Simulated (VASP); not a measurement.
# Mg4Se (I4/mmm) in VASP: notebook

The runs below take Mg4Se through single point, relaxation of cell and atoms, with PBE.

All numbers are computed with VASP 6.6.1; they aren't measurements. Logs are shortened: lines on timing, memory, paths and dates and some standing lists are left out, and cuts for length are marked.

## (1) The cell of the first run

It takes space group I4/mmm (No. 139, tetragonal). The conventional cell has a = 4.619 Å, b = 4.619 Å, c = 8.462 Å, α = 90.00°, β = 90.00°, γ = 90.00°. Within 2.8 Å of Mg (site symmetry 4mm) lie 1 Se at 2.13 Å. Mg (site symmetry mmm) has 2 Se at 2.31 Å and 12 Mg at 3.12 to 3.27 Å within 3.3 Å. Within 2.8 Å of Se (site symmetry 4/mmm) lie 6 Mg at 2.13 to 2.31 Å.

The cell was generated, and may not be a known phase.

## (2) Single point, PBE

Input file INCAR:

```
PREC = Accurate ; ENCUT = 520
EDIFF = 1E-6 ; ISMEAR = 0
SIGMA = 0.1 ; LREAL = F
LASPH = T ; NELM = 100
ALGO = Normal ; ISIF = 2
LWAVE = F ; LCHARG = F
GGA = PE ; NBANDS = 15
```

Input file KPOINTS:

```
regular mesh
0
Gamma
  6 6 6
```

Input file POSCAR:

```
Mg4Se
1.0
   -2.3092869200      2.3092869200      4.2307959500
    2.3092869200     -2.3092869200      4.2307959500
    2.3092869200      2.3092869200     -4.2307959500
Mg Se
4 1
Direct
    0.7481527900      0.7481527900      0.0000000000
    0.5000000000      0.0000000000      0.5000000000
    0.0000000000      0.5000000000      0.5000000000
    0.2518472100      0.2518472100      0.0000000000
    0.0000000000      0.0000000000      0.0000000000
```

Potentials or basis: VASP PAW PBE potentials, release 64 (Mg, Se).

Started as:

```
> cat potpaw_PBE.64/Mg/POTCAR potpaw_PBE.64/Se/POTCAR > POTCAR
> mpirun -np 1 vasp_std > vasp.out
```

OUTCAR:

```text
PREC = Accurate
   ENCUT = 520
   EDIFF = 1E-6
   ISMEAR = 0
   LREAL = F
   LASPH = T
   NELM = 100
   ISIF = 2
   GGA = PE

 ion  position               nearest neighbor table
   1  0.748  0.748  0.000-   5 2.13   3 3.12   2 3.12   2 3.12   3 3.12   2 3.14   3 3.14   3 3.14
                             2 3.14   4 3.27   4 3.27   4 3.27   4 3.27
   2  0.500  0.000  0.500-   5 2.31   5 2.31   1 3.12   1 3.12   4 3.12   4 3.12   1 3.14   4 3.14
                             1 3.14   4 3.14   3 3.27   3 3.27   3 3.27   3 3.27
   3  0.000  0.500  0.500-   5 2.31   5 2.31   1 3.12   1 3.12   4 3.12   4 3.12   1 3.14   4 3.14
                             4 3.14   1 3.14   2 3.27   2 3.27   2 3.27   2 3.27
   4  0.252  0.252  0.000-   5 2.13   2 3.12   3 3.12   2 3.12   3 3.12   3 3.14   2 3.14   3 3.14
                             2 3.14   1 3.27   1 3.27   1 3.27   1 3.27
   5  0.000  0.000  0.000-   1 2.13   4 2.13   3 2.31   2 2.31   3 2.31   2 2.31

  LATTYP: Found a body centered tetragonal cell.
 ALAT       =     4.6185738400
 C/A-ratio  =     1.8320789476

  Lattice vectors:

 A1 = (  -2.3092869200,   2.3092869200,   4.2307959500)
 A2 = (   2.3092869200,  -2.3092869200,   4.2307959500)
 A3 = (   2.3092869200,   2.3092869200,  -4.2307959500)

Analysis of symmetry for initial positions (statically):
=====================================================================
 Subroutine PRICEL returns:
 Original cell was already a primitive cell.

 Routine SETGRP: Setting up the symmetry group for a
 body centered tetragonal supercell.

 Subroutine GETGRP returns: Found 16 space group operations
 (whereof 16 operations were pure point group operations)
 out of a pool of 16 trial point group operations.

The static configuration has the point symmetry D_4h.

Analysis of symmetry for dynamics (positions and initial velocities):
=====================================================================
 Subroutine PRICEL returns:
 Original cell was already a primitive cell.

 Routine SETGRP: Setting up the symmetry group for a
 body centered tetragonal supercell.

 Subroutine GETGRP returns: Found 16 space group operations
 (whereof 16 operations were pure point group operations)
 out of a pool of 16 trial point group operations.

The dynamic configuration has the point symmetry D_4h.

 Subroutine INISYM returns: Found 16 space group operations
 (whereof 16 operations are pure point group operations),
 and found     1 'primitive' translations

----------------------------------------------------------------------------------------

                                     Primitive cell

  volume of cell :      90.2481

  direct lattice vectors                    reciprocal lattice vectors
    -2.309286920  2.309286920  4.230795950     0.000000000  0.216517054  0.118181072
     2.309286920 -2.309286920  4.230795950     0.216517054  0.000000000  0.118181072
     2.309286920  2.309286920 -4.230795950     0.216517054  0.216517054  0.000000000

  length of vectors
     5.344646530  5.344646530  5.344646530     0.246670631  0.246670631  0.306201354

  position of ions in fractional coordinates (direct lattice)
     0.748152790  0.748152790  0.000000000
     0.500000000  0.000000000  0.500000000
     0.000000000  0.500000000  0.500000000
     0.251847210  0.251847210  0.000000000
     0.000000000  0.000000000  0.000000000

  ion indices of the primitive-cell ions
   primitive index   ion index
                 1           1
                 2           2
                 3           3
                 4           4
                 5           5

----------------------------------------------------------------------------------------

 KPOINTS: regular mesh

Automatic generation of k-mesh.
 Grid dimensions read from file:
 generate k-points for:    6    6    6

 Generating k-lattice:

  Cartesian coordinates                     Fractional coordinates (reciprocal lattice)
     0.000000000  0.036086176  0.019696845     0.166666667  0.000000000 -0.000000000
     0.036086176  0.000000000  0.019696845     0.000000000  0.166666667 -0.000000000
     0.036086176  0.036086176  0.000000000     0.000000000  0.000000000  0.166666667

  Length of vectors
     0.041111772  0.041111772  0.051033559

  Shift w.r.t. Gamma in fractional coordinates (k-lattice)
     0.000000000  0.000000000  0.000000000

 Subroutine IBZKPT returns following result:
 ===========================================

 Found     30 irreducible k-points:

 Following reciprocal coordinates:
            Coordinates               Weight
  0.000000  0.000000  0.000000      1.000000
  0.166667 -0.000000  0.000000      8.000000
  0.333333 -0.000000  0.000000      8.000000
  0.500000 -0.000000  0.000000      4.000000
  0.166667  0.166667  0.000000      8.000000
  0.333333  0.166667  0.000000     16.000000
[... 16 lines left out ...]
 -0.333333 -0.333333  0.166667      8.000000
 -0.166667 -0.333333  0.166667      8.000000
 [... further k-points ...]
   k-points           NKPTS =     30   k-points in BZ     NKDIM =     30   number of bands    NBANDS=     15
   number of dos      NEDOS =    301   number of ions     NIONS =      5
   total plane-waves  NPLWV =  64000
   dimension x,y,z NGX =    40 NGY =   40 NGZ =   40
   dimension x,y,z NGXF=    80 NGYF=   80 NGZF=   80
   ions per type =               4   1
   NGX,Y,Z   is equivalent  to a cutoff of  12.44, 12.44, 12.44 a.u.
   NGXF,Y,Z  is equivalent  to a cutoff of  24.88, 24.88, 24.88 a.u.
 SYSTEM =  unknown system
   PREC   = accura    normal or accurate (medium, high low for compatibility)
   ISTART =      0    job   : 0-new  1-cont  2-samecut
   ICHARG =      2    charge: 1-file 2-atom 10-const
   ISPIN  =      1    spin polarized calculation?
   LNONCOLLINEAR =      F non collinear calculations
   LSORBIT =      F    spin-orbit coupling
   LASPH  =      T    aspherical Exc in radial PAW
   ENCUT  =  520.0 eV  38.22 Ry    6.18 a.u.   9.94  9.94  9.94*2*pi/ulx,y,z
   NELM   =    100;   NELMIN=  2; NELMDL= -5     # of ELM steps
   EDIFF  = 0.1E-05   stopping-criterion for ELM
   LREAL  =      F    real-space projection
[... 7 lines left out ...]
   TEBEG  =    0.0;   TEEND  =   0.0 temperature during run
   PSTRESS=    0.0 pullay stress
   NELECT =      14.0000    total number of electrons
   NUPDOWN=      -1.0000    fix difference up-down
   EMIN   =  10.00;   EMAX   =-10.00  energy-range for DOS
   EFERMI =   0.00;   METHOD = LEGACY
   ISMEAR =     0;   SIGMA  =   0.10  broadening in eV -4-tet -1-fermi 0-gaus
   EFERMI_NEDOS =   21; number of points for ismear=-14 and -15
   IALGO  =     38    algorithm
   IMIX   =      4    mixing-type and parameters
     AMIX     =   0.40;   BMIX     =  1.00
     AMIX_MAG =   1.60;   BMIX_MAG =  1.00
  volume/ion in A,a.u.               =      18.05       121.80
  Fermi-wavevector in a.u.,A,eV,Ry     =   0.879640  1.662278 10.527729  0.773766
  Thomas-Fermi vector in A             =   1.999891
   LORBIT       =      0    0 simple, 1 ext, 2 COOP (PROOUT), +10 PAW based schemes
   GGA     = PE    functional components
   LHFCALC =     F    Hartree Fock is set to
   AEXX    =    0.0000 exact exchange contribution
   IVDW    =     0    specifies the selected vdW correction
   LEPSILON=     F    determine dielectric tensor
   LRPA    =     F    only Hartree local field effects (RPA)
 non-spin polarized calculation
 Gauss-broadening in eV      SIGMA  =   0.10
  energy-cutoff  :      520.00
  volume of cell :       90.25
 maximum number of plane-waves:      2454
   NGX = 19   NGY = 19   NGZ = 19

 number of electron      13.9999999 magnetization

 Free energy of the ion-electron system (eV)
  ---------------------------------------------------
  ext. energy  EPLUGINS =         0.00000000
  ---------------------------------------------------
  free energy    TOTEN  =        -6.54693723 eV

  energy without entropy =       -6.53766395  energy(sigma->0) =       -6.54230059

 E-fermi :   5.2405     XC(G=0):  -9.4768

 val. band max:        5.2328536948   @ k =  -0.1667  -0.1667   0.1667
 cond. band min:       5.2448096607   @ k =   0.3333   0.1667   0.1667
 fundamental gap:      0.0119559659
 Fermi energy:         5.2405340491

 k-point     1 :       0.0000    0.0000    0.0000
  band No.  band energies     occupation
      1     -11.2276      2.00000
      2      -1.3024      2.00000
      3      -1.0159      2.00000
      4      -1.0159      2.00000
      5      -0.1594      2.00000
      6       5.2016      1.41832
      7       5.2016      1.41832
      8       5.7517      0.00000
      9       6.2697      0.00000
     10       6.4601      0.00000
     11       6.4920      0.00000
     12       8.2819      0.00000
     13       8.7006      0.00000
     14       8.7006      0.00000
     15      11.5330      0.00000

 k-point     2 :       0.1667   -0.0000    0.0000
  band No.  band energies     occupation
      1     -11.1801      2.00000
      2      -1.8081      2.00000
      3      -1.3174      2.00000
      4      -1.0090      2.00000
      5       0.6844      2.00000
      6       4.0495      2.00000
      7       5.4379      0.00524
      8       5.4819      0.00064
      9       6.3611      0.00000
     10       6.9698      0.00000
     11       7.3424      0.00000
     12       7.8119      0.00000
     13       8.6699      0.00000
     14      10.5885      0.00000
     15      12.1512      0.00000

 k-point     3 :       0.3333   -0.0000    0.0000
  band No.  band energies     occupation
      1     -11.0816      2.00000
      2      -2.5395      2.00000
      3      -1.4801      2.00000
      4      -0.9928      2.00000
      5       1.5592      2.00000
      6       3.4119      2.00000
      7       5.4195      0.01136
      8       5.4968      0.00029
      9       5.8096      0.00000
     10       6.8379      0.00000
     11       8.6233      0.00000
     12       8.9410      0.00000
     13       9.9355      0.00000
     14      10.2179      0.00000
     15      11.5048      0.00000

 k-point     4 :       0.5000   -0.0000    0.0000
  band No.  band energies     occupation
      1     -11.0302      2.00000
      2      -2.8205      2.00000
      3      -1.5493      2.00000
      4      -0.9835      2.00000
      5       1.6923      2.00000
      6       3.7272      2.00000
      7       5.0095      1.99892
      8       5.2613      0.76874
      9       5.7000      0.00000
     10       8.0457      0.00000
     11       8.4044      0.00000
     12       8.9570      0.00000
     13      10.4417      0.00000
     14      10.5094      0.00000
     15      10.9136      0.00000
[... 307 lines left out ...]
 k-point    22 :      -0.1667    0.5000    0.1667
  band No.  band energies     occupation
      1     -11.0529      2.00000
      2      -2.6082      2.00000
      3      -1.8406      2.00000
      4      -1.0582      2.00000
      5       2.1703      2.00000
      6       3.4688      2.00000
      7       4.5032      2.00000
      8       5.6059      0.00000
      9       6.9844      0.00000
     10       7.9181      0.00000
     11       8.1955      0.00000
     12       8.7635      0.00000
     13       9.4297      0.00000
     14      10.9730      0.00000
     15      11.4545      0.00000

 k-point    23 :      -0.3333   -0.3333    0.1667
  band No.  band energies     occupation
      1     -11.0833      2.00000
      2      -2.4231      2.00000
      3      -1.5520      2.00000
      4      -1.5233      2.00000
      5       2.2539      2.00000
      6       3.3778      2.00000
      7       4.5687      2.00000
      8       5.7470      0.00000
      9       6.8765      0.00000
     10       7.9385      0.00000
     11       8.7445      0.00000
     12       8.7813      0.00000
     13      10.3458      0.00000
     14      11.0156      0.00000
     15      11.1033      0.00000

 k-point    24 :      -0.1667   -0.3333    0.1667
  band No.  band energies     occupation
      1     -11.1388      2.00000
      2      -2.2975      2.00000
      3      -1.4668      2.00000
      4      -1.1060      2.00000
      5       1.4803      2.00000
      6       3.7100      2.00000
      7       4.7588      2.00000
      8       5.8844      0.00000
      9       6.5482      0.00000
     10       7.6283      0.00000
     11       7.8412      0.00000
     12       9.4611      0.00000
     13      10.2124      0.00000
     14      10.3548      0.00000
     15      10.7921      0.00000

 [... further k-points ...]

------------------------ aborting loop because EDIFF is reached ----------------------------------------

  FORCE on cell =-STRESS in cart. coord.  units (eV):
  Direction    XX          YY          ZZ          XY          YZ          ZX
  --------------------------------------------------------------------------------------
  -------------------------------------------------------------------------------------
  Total       13.6502359     13.6502359     24.7681013      0.0000000     -0.0000000      0.0000000
  in kB      242.3331776    242.3331776    439.7090811      0.0000000     -0.0000000      0.0000000
  external PRESSURE =     308.1251454 kB  Pullay stress =       0.0000000 kB

 VOLUME and BASIS-vectors are now :
 -----------------------------------------------------------------------------
  energy-cutoff  :      520.00
  volume of cell :       90.25
      direct lattice vectors                 reciprocal lattice vectors
    -2.309286920  2.309286920  4.230795950     0.000000000  0.216517054  0.118181072
     2.309286920 -2.309286920  4.230795950     0.216517054  0.000000000  0.118181072
     2.309286920  2.309286920 -4.230795950     0.216517054  0.216517054  0.000000000

 POSITION                                       TOTAL-FORCE (eV/Angst)
 -----------------------------------------------------------------------------------
      0.00000      0.00000      6.33056        -0.000000     -0.000000     -4.940311
      0.00000      2.30929      0.00000         0.000000      0.000000      0.000000
      2.30929      0.00000      0.00000         0.000000      0.000000      0.000000
      0.00000      0.00000      2.13103         0.000000      0.000000      4.940311
      0.00000      0.00000      0.00000         0.000000      0.000000      0.000000
 -----------------------------------------------------------------------------------
    total drift:                               -0.000000      0.000000     -0.000000

  FREE ENERGIE OF THE ION-ELECTRON SYSTEM (eV)
  ---------------------------------------------------
  free  energy   TOTEN  =        -6.5469372319 eV

  energy  without entropy=       -6.5376639537  energy(sigma->0) =       -6.54230059
```

It took 50 s on 1 thread of AMD EPYC 7R13 (Zen 3), shared host; peak memory 0.22 GiB.

What came out:

```
Free energy            : -6.5469 eV
Pressure               : 30.8 GPa
Largest force          : 4.940 eV/Å
Band gap on the k mesh : zero (bands 7 and 8 overlap by 0.95 eV)
```

Forces on the atoms (eV/Å):
```
Mg   0.000  0.000 -4.940
Mg   0.000  0.000  0.000
Mg   0.000  0.000  0.000
Mg   0.000  0.000  4.940
Se   0.000  0.000  0.000
```

Levels at points of the mesh, in eV from the Fermi level:
```
           k point  band 5  band 6  band 7  band 8  band 9  band 10
(0.00, 0.00, 0.00)   -5.40   -0.04   -0.04    0.51    1.03     1.22
(0.50, 0.00, 0.00)   -3.55   -1.51   -0.23    0.02    0.46     2.81
(0.50, 0.50, 0.00)   -3.74   -2.74   -0.22    0.02    1.78     2.22
(0.50, 0.50, 0.50)   -3.54   -1.52   -0.93    1.93    1.93     3.60
```

Caveat: the stress differs along the axes, from 24 to 44 GPa; forces of over 1 eV/Å act on the atoms, so gaps and moduli don't describe the material at rest.

## (3) Single point, PBE

This run uses another cell than the first one, of 25.59 Å³/atom.

Input file INCAR:

```
ALGO = Normal
EDIFF = 1E-6
ENCUT = 520
GGA = PE
ISIF = 2
ISMEAR = 0
LASPH = T
LCHARG = F
LREAL = F
LWAVE = F
NBANDS = 15
NELM = 60
PREC = Accurate
SIGMA = 0.1
```

Input file KPOINTS:

```
k-points
0
Gamma
  6 6 6
```

Input file POSCAR:

```
Mg4Se
1.0
   -2.6533952058      2.6533952058      4.5425173625
    2.6533952058     -2.6533952058      4.5425173625
    2.6533952058      2.6533952058     -4.5425173625
Mg Se
4 1
Direct
    0.7098610548      0.7098610548      0.0000000000
    0.5000000000      0.0000000000      0.5000000000
    0.0000000000      0.5000000000      0.5000000000
    0.2901389452      0.2901389452      0.0000000000
    0.0000000000      0.0000000000      0.0000000000
```

Potentials or basis: VASP PAW PBE potentials, release 64 (Mg, Se).

Started as:

```
> cat potpaw_PBE.64/Mg/POTCAR potpaw_PBE.64/Se/POTCAR > POTCAR
> mpirun -np 1 vasp_std > vasp.out
```

Run time: 80 s. Hardware: 1 thread of AMD EPYC 7R13 (Zen 3), shared host; peak memory 0.3 GiB.

Results (log left out):

```yaml
Free_energy: -10.0660 eV
Pressure: 0.1 GPa
Largest_force: 0.018 eV/Å
Band_gap_on_the_k_mesh: zero (bands 7 and 8 overlap by 1.02 eV)
```

Forces in eV/Å, atoms in the order of the input:
```
Mg   0.000  0.000  0.018
Mg   0.000  0.000  0.000
Mg   0.000  0.000  0.000
Mg   0.000  0.000 -0.018
Se   0.000  0.000  0.000
```

Stress tensor (GPa, compression positive):
```
 0.23  0.00  0.00
 0.00  0.23  0.00
 0.00  0.00 -0.23
```

Levels at points of the mesh, in eV from the Fermi level:
```csv
k point,band 4,band 5,band 6,band 7,band 8,band 9,band 10,band 11
"(0.00, 0.00, 0.00)",-4.34,-4.34,0.54,0.69,0.69,0.71,0.88,1.38
"(0.50, 0.00, 0.00)",-4.32,-2.70,-1.39,-0.49,0.25,0.75,2.90,3.08
"(0.50, 0.50, 0.00)",-4.76,-3.19,-1.50,0.08,0.34,1.65,1.72,2.69
"(0.50, 0.50, 0.50)",-4.58,-3.40,-0.85,-0.72,1.33,1.33,2.80,4.50
```

(Part 1 of 2 ends here.)

The gap in the log of VASP goes by the Fermi energy; the results here count the filled bands.